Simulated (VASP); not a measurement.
# Mg (Im-3m) in VASP: notebook

Runs on Mg. Level: PBEsol. Tasks: single point.

Program: VASP 6.6.1. These are calculated values, not measurements. Logs are shortened: lines on timing, memory, paths and dates and some standing lists are left out, and cuts for length are marked.

## Step 1: The cell of the first run

Symmetry: Im-3m, No. 229, cubic system. Conventional cell: a = 2.893 Å, b = 2.893 Å, c = 2.893 Å, α = 90.00°, β = 90.00°, γ = 90.00°. Within 3.3 Å of Mg (site symmetry m-3m) lie 14 Mg at 2.51 to 2.89 Å.

This isn't the form of Mg at room conditions, which is hcp.

## Step 2: Single point, PBEsol

File INCAR:

```
PREC     = Accurate       # precision mode
ENCUT    = 520            # plane-wave cutoff, eV
EDIFF    = 1E-6           # SCF threshold, eV
ISMEAR   = 0              # smearing method
SIGMA    = 0.1            # smearing width, eV
LREAL    = F              # projectors in reciprocal space
LASPH    = T              # aspherical terms in the spheres
NELM     = 60             # most SCF steps
ALGO     = Fast           # electronic algorithm
ISIF     = 2              # what is computed and relaxed
LWAVE    = F              # write WAVECAR
LCHARG   = F              # write CHGCAR
GGA      = PS             # functional
NBANDS   = 7              # bands
```

File KPOINTS:

```
Automatic mesh
0
Gamma
  28 28 28
```

File POSCAR:

```
Mg
1.0
   -1.4466506730      1.4466506730      1.4466506730
    1.4466506730     -1.4466506730      1.4466506730
    1.4466506730      1.4466506730     -1.4466506730
Mg
1
Direct
    0.0000000000      0.0000000000      0.0000000000
```

Potentials or basis: VASP PAW PBE potentials, release 64 (Mg).

On the command line:

```console
$ cat potpaw_PBE.64/Mg/POTCAR > POTCAR
$ mpirun -np 1 vasp_std > vasp.out
```

OUTCAR:

```text
PREC = Accurate
   ENCUT = 520
   EDIFF = 1E-6
   ISMEAR = 0
   LREAL = F
   LASPH = T
   NELM = 60
   ISIF = 2
   GGA = PS

 ion  position               nearest neighbor table
   1  0.000  0.000  0.000-

  LATTYP: Found a body centered cubic cell.
 ALAT       =     2.8933013460

  Lattice vectors:

 A1 = (  -1.4466506730,   1.4466506730,   1.4466506730)
 A2 = (   1.4466506730,  -1.4466506730,   1.4466506730)
 A3 = (   1.4466506730,   1.4466506730,  -1.4466506730)

Analysis of symmetry for initial positions (statically):
=====================================================================
 Subroutine PRICEL returns:
 Original cell was already a primitive cell.

 Routine SETGRP: Setting up the symmetry group for a
 body centered cubic supercell.

 Subroutine GETGRP returns: Found 48 space group operations
 (whereof 48 operations were pure point group operations)
 out of a pool of 48 trial point group operations.

The static configuration has the point symmetry O_h .

Analysis of symmetry for dynamics (positions and initial velocities):
=====================================================================
 Subroutine PRICEL returns:
 Original cell was already a primitive cell.

 Routine SETGRP: Setting up the symmetry group for a
 body centered cubic supercell.

 Subroutine GETGRP returns: Found 48 space group operations
 (whereof 48 operations were pure point group operations)
 out of a pool of 48 trial point group operations.

The dynamic configuration has the point symmetry O_h .

 Subroutine INISYM returns: Found 48 space group operations
 (whereof 48 operations are pure point group operations),
 and found     1 'primitive' translations

----------------------------------------------------------------------------------------

                                     Primitive cell

  volume of cell :      12.1102

  direct lattice vectors                    reciprocal lattice vectors
    -1.446650673  1.446650673  1.446650673     0.000000000  0.345625941  0.345625941
     1.446650673 -1.446650673  1.446650673     0.345625941  0.000000000  0.345625941
     1.446650673  1.446650673 -1.446650673     0.345625941  0.345625941  0.000000000

  length of vectors
     2.505672466  2.505672466  2.505672466     0.488788893  0.488788893  0.488788893

  position of ions in fractional coordinates (direct lattice)
     0.000000000  0.000000000  0.000000000

  ion indices of the primitive-cell ions
   primitive index   ion index
                 1           1

----------------------------------------------------------------------------------------

 KPOINTS: Automatic mesh

Automatic generation of k-mesh.
 Grid dimensions read from file:
 generate k-points for:   28   28   28

 Generating k-lattice:

  Cartesian coordinates                     Fractional coordinates (reciprocal lattice)
     0.000000000  0.012343784  0.012343784     0.035714286  0.000000000  0.000000000
     0.012343784  0.000000000  0.012343784     0.000000000  0.035714286  0.000000000
     0.012343784  0.012343784  0.000000000     0.000000000  0.000000000  0.035714286

  Length of vectors
     0.017456746  0.017456746  0.017456746

  Shift w.r.t. Gamma in fractional coordinates (k-lattice)
     0.000000000  0.000000000  0.000000000

 Subroutine IBZKPT returns following result:
 ===========================================

 Found    624 irreducible k-points:

 Following reciprocal coordinates:
            Coordinates               Weight
  0.000000  0.000000  0.000000      1.000000
  0.035714  0.000000  0.000000     12.000000
  0.071429  0.000000  0.000000     12.000000
  0.107143  0.000000  0.000000     12.000000
  0.142857  0.000000  0.000000     12.000000
  0.178571  0.000000  0.000000     12.000000
[... 16 lines left out ...]
  0.285714  0.035714  0.000000     48.000000
  0.321429  0.035714  0.000000     48.000000
 [... further k-points ...]
   k-points           NKPTS =    624   k-points in BZ     NKDIM =    624   number of bands    NBANDS=      7
   number of dos      NEDOS =    301   number of ions     NIONS =      1
   total plane-waves  NPLWV =   8000
   dimension x,y,z NGX =    20 NGY =   20 NGZ =   20
   dimension x,y,z NGXF=    40 NGYF=   40 NGZF=   40
   ions per type =               1
   NGX,Y,Z   is equivalent  to a cutoff of  13.27, 13.27, 13.27 a.u.
   NGXF,Y,Z  is equivalent  to a cutoff of  26.54, 26.54, 26.54 a.u.
 SYSTEM =  unknown system
   PREC   = accura    normal or accurate (medium, high low for compatibility)
   ISTART =      0    job   : 0-new  1-cont  2-samecut
   ICHARG =      2    charge: 1-file 2-atom 10-const
   ISPIN  =      1    spin polarized calculation?
   LNONCOLLINEAR =      F non collinear calculations
   LSORBIT =      F    spin-orbit coupling
   LASPH  =      T    aspherical Exc in radial PAW
   ENCUT  =  520.0 eV  38.22 Ry    6.18 a.u.   4.66  4.66  4.66*2*pi/ulx,y,z
   NELM   =     60;   NELMIN=  2; NELMDL= -5     # of ELM steps
   EDIFF  = 0.1E-05   stopping-criterion for ELM
   LREAL  =      F    real-space projection
   EDIFFG = 0.1E-04   stopping-criterion for IOM
   NSW    =      0    number of steps for IOM
   IBRION =     -1    ionic relax: 0-MD 1-quasi-New 2-CG
   NFREE  =      0    steps in history (QN), initial steepest desc. (CG)
   ISIF   =      2    stress and relaxation
   ISYM   =      2    0-nonsym 1-usesym 2-fastsym
   POTIM  = 0.5000    time-step for ionic-motion
   TEBEG  =    0.0;   TEEND  =   0.0 temperature during run
   PSTRESS=    0.0 pullay stress
   NELECT =       2.0000    total number of electrons
   NUPDOWN=      -1.0000    fix difference up-down
   EMIN   =  10.00;   EMAX   =-10.00  energy-range for DOS
   EFERMI =   0.00;   METHOD = LEGACY
   ISMEAR =     0;   SIGMA  =   0.10  broadening in eV -4-tet -1-fermi 0-gaus
   EFERMI_NEDOS =   21; number of points for ismear=-14 and -15
   IALGO  =     68    algorithm
   IMIX   =      4    mixing-type and parameters
     AMIX     =   0.40;   BMIX     =  1.00
     AMIX_MAG =   1.60;   BMIX_MAG =  1.00
  volume/ion in A,a.u.               =      12.11        81.72
  Fermi-wavevector in a.u.,A,eV,Ry     =   0.898189  1.697331 10.976416  0.806744
  Thomas-Fermi vector in A             =   2.020867
   LORBIT       =      0    0 simple, 1 ext, 2 COOP (PROOUT), +10 PAW based schemes
   GGA     = PS    functional components
   LHFCALC =     F    Hartree Fock is set to
   AEXX    =    0.0000 exact exchange contribution
   IVDW    =     0    specifies the selected vdW correction
   LEPSILON=     F    determine dielectric tensor
   LRPA    =     F    only Hartree local field effects (RPA)
 non-spin polarized calculation
 RMM-DIIS sequential band-by-band and
 Gauss-broadening in eV      SIGMA  =   0.10
  energy-cutoff  :      520.00
  volume of cell :       12.11
 maximum number of plane-waves:       339
   NGX =  9   NGY =  9   NGZ =  9

 number of electron       2.0000000 magnetization

 Free energy of the ion-electron system (eV)
  ---------------------------------------------------
  ext. energy  EPLUGINS =         0.00000000
  ---------------------------------------------------
  free energy    TOTEN  =        -0.20718696 eV

  energy without entropy =       -0.20579719  energy(sigma->0) =       -0.20649207

 E-fermi :   7.0456     XC(G=0): -10.8221

 val. band max:        7.0419055634   @ k =  -0.4643  -0.4643   0.2500
 cond. band min:       7.0560946544   @ k =   0.3929   0.2143   0.0000
 fundamental gap:      0.0141890910
 Fermi energy:         7.0456095408

 k-point     1 :       0.0000    0.0000    0.0000
  band No.  band energies     occupation
      1      -3.1453      2.00000
      2      24.9731      0.00000
      3      24.9731      0.00000
      4      24.9731      0.00000
      5      27.8441      0.00000
      6      27.8441      0.00000
      7      29.6952      0.00000

 k-point     2 :       0.0357    0.0000    0.0000
  band No.  band energies     occupation
      1      -3.0988      2.00000
      2      24.5528      0.00000
      3      24.6911      0.00000
      4      24.9287      0.00000
      5      27.1627      0.00000
      6      27.4811      0.00000
      7      30.0700      0.00000

 k-point     3 :       0.0714    0.0000    0.0000
  band No.  band energies     occupation
      1      -2.9596      2.00000
      2      23.2989      0.00000
      3      24.0249      0.00000
      4      24.8032      0.00000
      5      26.6796      0.00000
      6      26.7960      0.00000
      7      30.8586      0.00000

 k-point     4 :       0.1071    0.0000    0.0000
  band No.  band energies     occupation
      1      -2.7285      2.00000
      2      21.6460      0.00000
      3      23.2212      0.00000
      4      24.6165      0.00000
      5      26.0815      0.00000
      6      26.5572      0.00000
      7      31.6166      0.00000

 k-point     5 :       0.1429    0.0000    0.0000
  band No.  band energies     occupation
      1      -2.4067      2.00000
      2      19.9128      0.00000
      3      22.4036      0.00000
      4      24.3926      0.00000
      5      25.4066      0.00000
      6      26.5413      0.00000
      7      32.2022      0.00000

 k-point     6 :       0.1786    0.0000    0.0000
  band No.  band energies     occupation
      1      -1.9960      2.00000
      2      18.1966      0.00000
      3      21.6245      0.00000
      4      24.1534      0.00000
      5      24.7910      0.00000
      6      26.5313      0.00000
      7      32.5599      0.00000

 k-point     7 :       0.2143    0.0000    0.0000
  band No.  band energies     occupation
      1      -1.4987      2.00000
      2      16.5283      0.00000
      3      20.9072      0.00000
      4      23.9157      0.00000
      5      24.2414      0.00000
      6      26.4795      0.00000
      7      32.6145      0.00000
[... 121 lines left out ...]
 k-point    20 :       0.1786    0.0357    0.0000
  band No.  band energies     occupation
      1      -1.7242      2.00000
      2      17.3569      0.00000
      3      20.8580      0.00000
      4      23.9476      0.00000
      5      24.6883      0.00000
      6      26.7778      0.00000
      7      32.0372      0.00000

 k-point    21 :       0.2143    0.0357    0.0000
  band No.  band energies     occupation
      1      -1.1849      2.00000
      2      15.7247      0.00000
      3      20.1920      0.00000
      4      23.6910      0.00000
      5      24.2025      0.00000
      6      26.7145      0.00000
      7      32.1398      0.00000

 k-point    22 :       0.2500    0.0357    0.0000
  band No.  band energies     occupation
      1      -0.5632      2.00000
      2      14.1524      0.00000
      3      19.6017      0.00000
      4      23.4510      0.00000
      5      23.7674      0.00000
      6      26.5997      0.00000
      7      32.3453      0.00000

 k-point    23 :       0.2857    0.0357    0.0000
  band No.  band energies     occupation
      1       0.1377      2.00000
      2      12.6436      0.00000
      3      19.0914      0.00000
      4      23.2325      0.00000
      5      23.3940      0.00000
      6      26.4376      0.00000
      7      32.6558      0.00000

 k-point    24 :       0.3214    0.0357    0.0000
  band No.  band energies     occupation
      1       0.9136      2.00000
      2      11.2003      0.00000
      3      18.6634      0.00000
      4      23.0249      0.00000
      5      23.1011      0.00000
      6      26.2509      0.00000
      7      33.0268      0.00000

 [... further k-points ...]

------------------------ aborting loop because EDIFF is reached ----------------------------------------

  FORCE on cell =-STRESS in cart. coord.  units (eV):
  Direction    XX          YY          ZZ          XY          YZ          ZX
  --------------------------------------------------------------------------------------
  -------------------------------------------------------------------------------------
  Total        5.8063390      5.8063390      5.8063390      0.0000000     -0.0000000     -0.0000000
  in kB      768.1781691    768.1781691    768.1781691      0.0000000     -0.0000000     -0.0000000
  external PRESSURE =     768.1781691 kB  Pullay stress =       0.0000000 kB

 VOLUME and BASIS-vectors are now :
 -----------------------------------------------------------------------------
  energy-cutoff  :      520.00
  volume of cell :       12.11
      direct lattice vectors                 reciprocal lattice vectors
    -1.446650673  1.446650673  1.446650673     0.000000000  0.345625941  0.345625941
     1.446650673 -1.446650673  1.446650673     0.345625941  0.000000000  0.345625941
     1.446650673  1.446650673 -1.446650673     0.345625941  0.345625941  0.000000000

 POSITION                                       TOTAL-FORCE (eV/Angst)
 -----------------------------------------------------------------------------------
      0.00000      0.00000      0.00000        -0.000000      0.000000      0.000000
 -----------------------------------------------------------------------------------
    total drift:                                0.000000      0.000000     -0.000000

  FREE ENERGIE OF THE ION-ELECTRON SYSTEM (eV)
  ---------------------------------------------------
  free  energy   TOTEN  =        -0.2071869628 eV

  energy  without entropy=       -0.2057971853  energy(sigma->0) =       -0.20649207
```

It took 73 s on 1 thread of Intel Xeon 8259CL, shared host; peak memory 0.17 GiB.

Results:

* Free energy: -0.2072 eV
* Pressure: 76.8 GPa
* Band gap on the k mesh: zero (bands 1 and 2 overlap by 4.79 eV)

Caveat: the cell stands under pressure; the PAW data sets were made with another functional, which shifts forces and pressure a little.

## Step 3: Single point, PBEsol

This run uses another cell than the first one, of 13.52 Å³/atom.

File INCAR:

```
PREC = Accurate
ENCUT = 520
EDIFF = 1E-6
ISMEAR = 0
SIGMA = 0.1
LREAL = F
LASPH = T
NELM = 60
ALGO = Fast
ISIF = 2
LWAVE = F
LCHARG = F
GGA = PS
NBANDS = 7
```

KPOINTS is that of step 2.

File POSCAR:

```
Mg
1.0
   -1.5005865685      1.5005865685      1.5005865685
    1.5005865685     -1.5005865685      1.5005865685
    1.5005865685      1.5005865685     -1.5005865685
Mg
1
Direct
    0.0000000000      0.0000000000      0.0000000000
```

Potentials or basis: VASP PAW PBE potentials, release 64 (Mg).

On the command line:

```console
$ cat potpaw_PBE.64/Mg/POTCAR > POTCAR
$ mpirun -np 1 vasp_std > vasp.out
```

OUTCAR:

```text
PREC = Accurate
   ENCUT = 520
   EDIFF = 1E-6
   ISMEAR = 0
   LREAL = F
   LASPH = T
   NELM = 60
   ISIF = 2
   GGA = PS

 ion  position               nearest neighbor table
   1  0.000  0.000  0.000-

  LATTYP: Found a body centered cubic cell.
 ALAT       =     3.0011731370

  Lattice vectors:

 A1 = (  -1.5005865685,   1.5005865685,   1.5005865685)
 A2 = (   1.5005865685,  -1.5005865685,   1.5005865685)
 A3 = (   1.5005865685,   1.5005865685,  -1.5005865685)

Analysis of symmetry for initial positions (statically):
=====================================================================
 Subroutine PRICEL returns:
 Original cell was already a primitive cell.

 Routine SETGRP: Setting up the symmetry group for a
 body centered cubic supercell.

 Subroutine GETGRP returns: Found 48 space group operations
 (whereof 48 operations were pure point group operations)
 out of a pool of 48 trial point group operations.

The static configuration has the point symmetry O_h .

Analysis of symmetry for dynamics (positions and initial velocities):
[... 158 lines left out ...]
 E-fermi :   6.1170     XC(G=0): -10.3861

 val. band max:        6.1149759124   @ k =  -0.3929   0.4643   0.3214
 cond. band min:       6.1204214593   @ k =   0.3929   0.1071   0.0357
 fundamental gap:      0.0054455469
 Fermi energy:         6.1169659963

 k-point     1 :       0.0000    0.0000    0.0000
  band No.  band energies     occupation
      1      -3.4722      2.00000
      2      23.0882      0.00000
      3      23.0882      0.00000
      4      23.0882      0.00000
      5      25.7870      0.00000
      6      25.7870      0.00000
      7      27.5098      0.00000
[... 221 lines left out ...]
 k-point    24 :       0.3214    0.0357    0.0000
  band No.  band energies     occupation
      1       0.3117      2.00000
      2      10.0421      0.00000
      3      17.2111      0.00000
      4      20.7876      0.00000
      5      21.1579      0.00000
      6      23.9373      0.00000
      7      30.2753      0.00000

 [... further k-points ...]

------------------------ aborting loop because EDIFF is reached ----------------------------------------

  FORCE on cell =-STRESS in cart. coord.  units (eV):
  Direction    XX          YY          ZZ          XY          YZ          ZX
  --------------------------------------------------------------------------------------
  -------------------------------------------------------------------------------------
  Total        4.3051116      4.3051116      4.3051116      0.0000000      0.0000000      0.0000000
  in kB      510.3308769    510.3308769    510.3308769      0.0000000      0.0000000      0.0000000
  external PRESSURE =     510.3308769 kB  Pullay stress =       0.0000000 kB

 VOLUME and BASIS-vectors are now :
 -----------------------------------------------------------------------------
  energy-cutoff  :      520.00
  volume of cell :       13.52
      direct lattice vectors                 reciprocal lattice vectors
    -1.500586568  1.500586568  1.500586568     0.000000000  0.333203036  0.333203036
     1.500586568 -1.500586568  1.500586568     0.333203036  0.000000000  0.333203036
     1.500586568  1.500586568 -1.500586568     0.333203036  0.333203036  0.000000000

 POSITION                                       TOTAL-FORCE (eV/Angst)
 -----------------------------------------------------------------------------------
      0.00000      0.00000      0.00000         0.000000     -0.000000      0.000000
 -----------------------------------------------------------------------------------
    total drift:                                0.000000      0.000000     -0.000000

  FREE ENERGIE OF THE ION-ELECTRON SYSTEM (eV)
  ---------------------------------------------------
  free  energy   TOTEN  =        -0.7602943622 eV

  energy  without entropy=       -0.7588392729  energy(sigma->0) =       -0.75956682
```

OSZICAR:

```text
N       E                     dE             d eps       ncg     rms          rms(c)
DAV:   1     0.190884626288E+00    0.19088E+00   -0.95540E+02  9891   0.209E+02
DAV:   2    -0.792607171827E+00   -0.98349E+00   -0.91227E+00 12159   0.145E+01
DAV:   3    -0.795251318582E+00   -0.26441E-02   -0.26438E-02 10563   0.869E-01
DAV:   4    -0.795255161221E+00   -0.38426E-05   -0.38430E-05 12285   0.231E-02
DAV:   5    -0.795255170822E+00   -0.96017E-08   -0.96623E-08 10878   0.747E-04    0.741E-01
RMM:   6    -0.774075378838E+00    0.21180E-01   -0.14066E-04  8744   0.984E-02    0.471E-01
RMM:   7    -0.760406792981E+00    0.13669E-01   -0.47648E-04  9893   0.180E-01    0.188E-02
RMM:   8    -0.760302038189E+00    0.10475E-03   -0.43669E-05  9395   0.315E-02    0.571E-03
RMM:   9    -0.760294321120E+00    0.77171E-05   -0.58439E-06  9481   0.117E-02    0.733E-04
RMM:  10    -0.760294362167E+00   -0.41047E-07   -0.88044E-07  9091   0.632E-03
   1 F= -.76029436E+00 E0= -.75956682E+00  d E =-.145509E-02
```

Run time: 66 s. Hardware: 1 thread of Intel Xeon 8259CL, shared host; peak memory 0.18 GiB.

What came out:

```
Free energy            : -0.7603 eV
Pressure               : 51.0 GPa
Band gap on the k mesh : zero (bands 1 and 2 overlap by 4.86 eV)
```

Levels at points of the mesh, in eV from the Fermi level:
```tsv
k point	band 1	band 2	band 3	band 4
(0.00, 0.00, 0.00)	-9.59	16.97	16.97	16.97
(0.50, 0.00, 0.00)	-2.29	-0.94	10.62	14.19
(0.50, 0.50, 0.50)	3.92	3.92	5.88	5.88
```

Caveat: the cell stands under pressure; the PAW data sets were made with another functional, which shifts forces and pressure a little.

(Continued in part 2 of 2.)
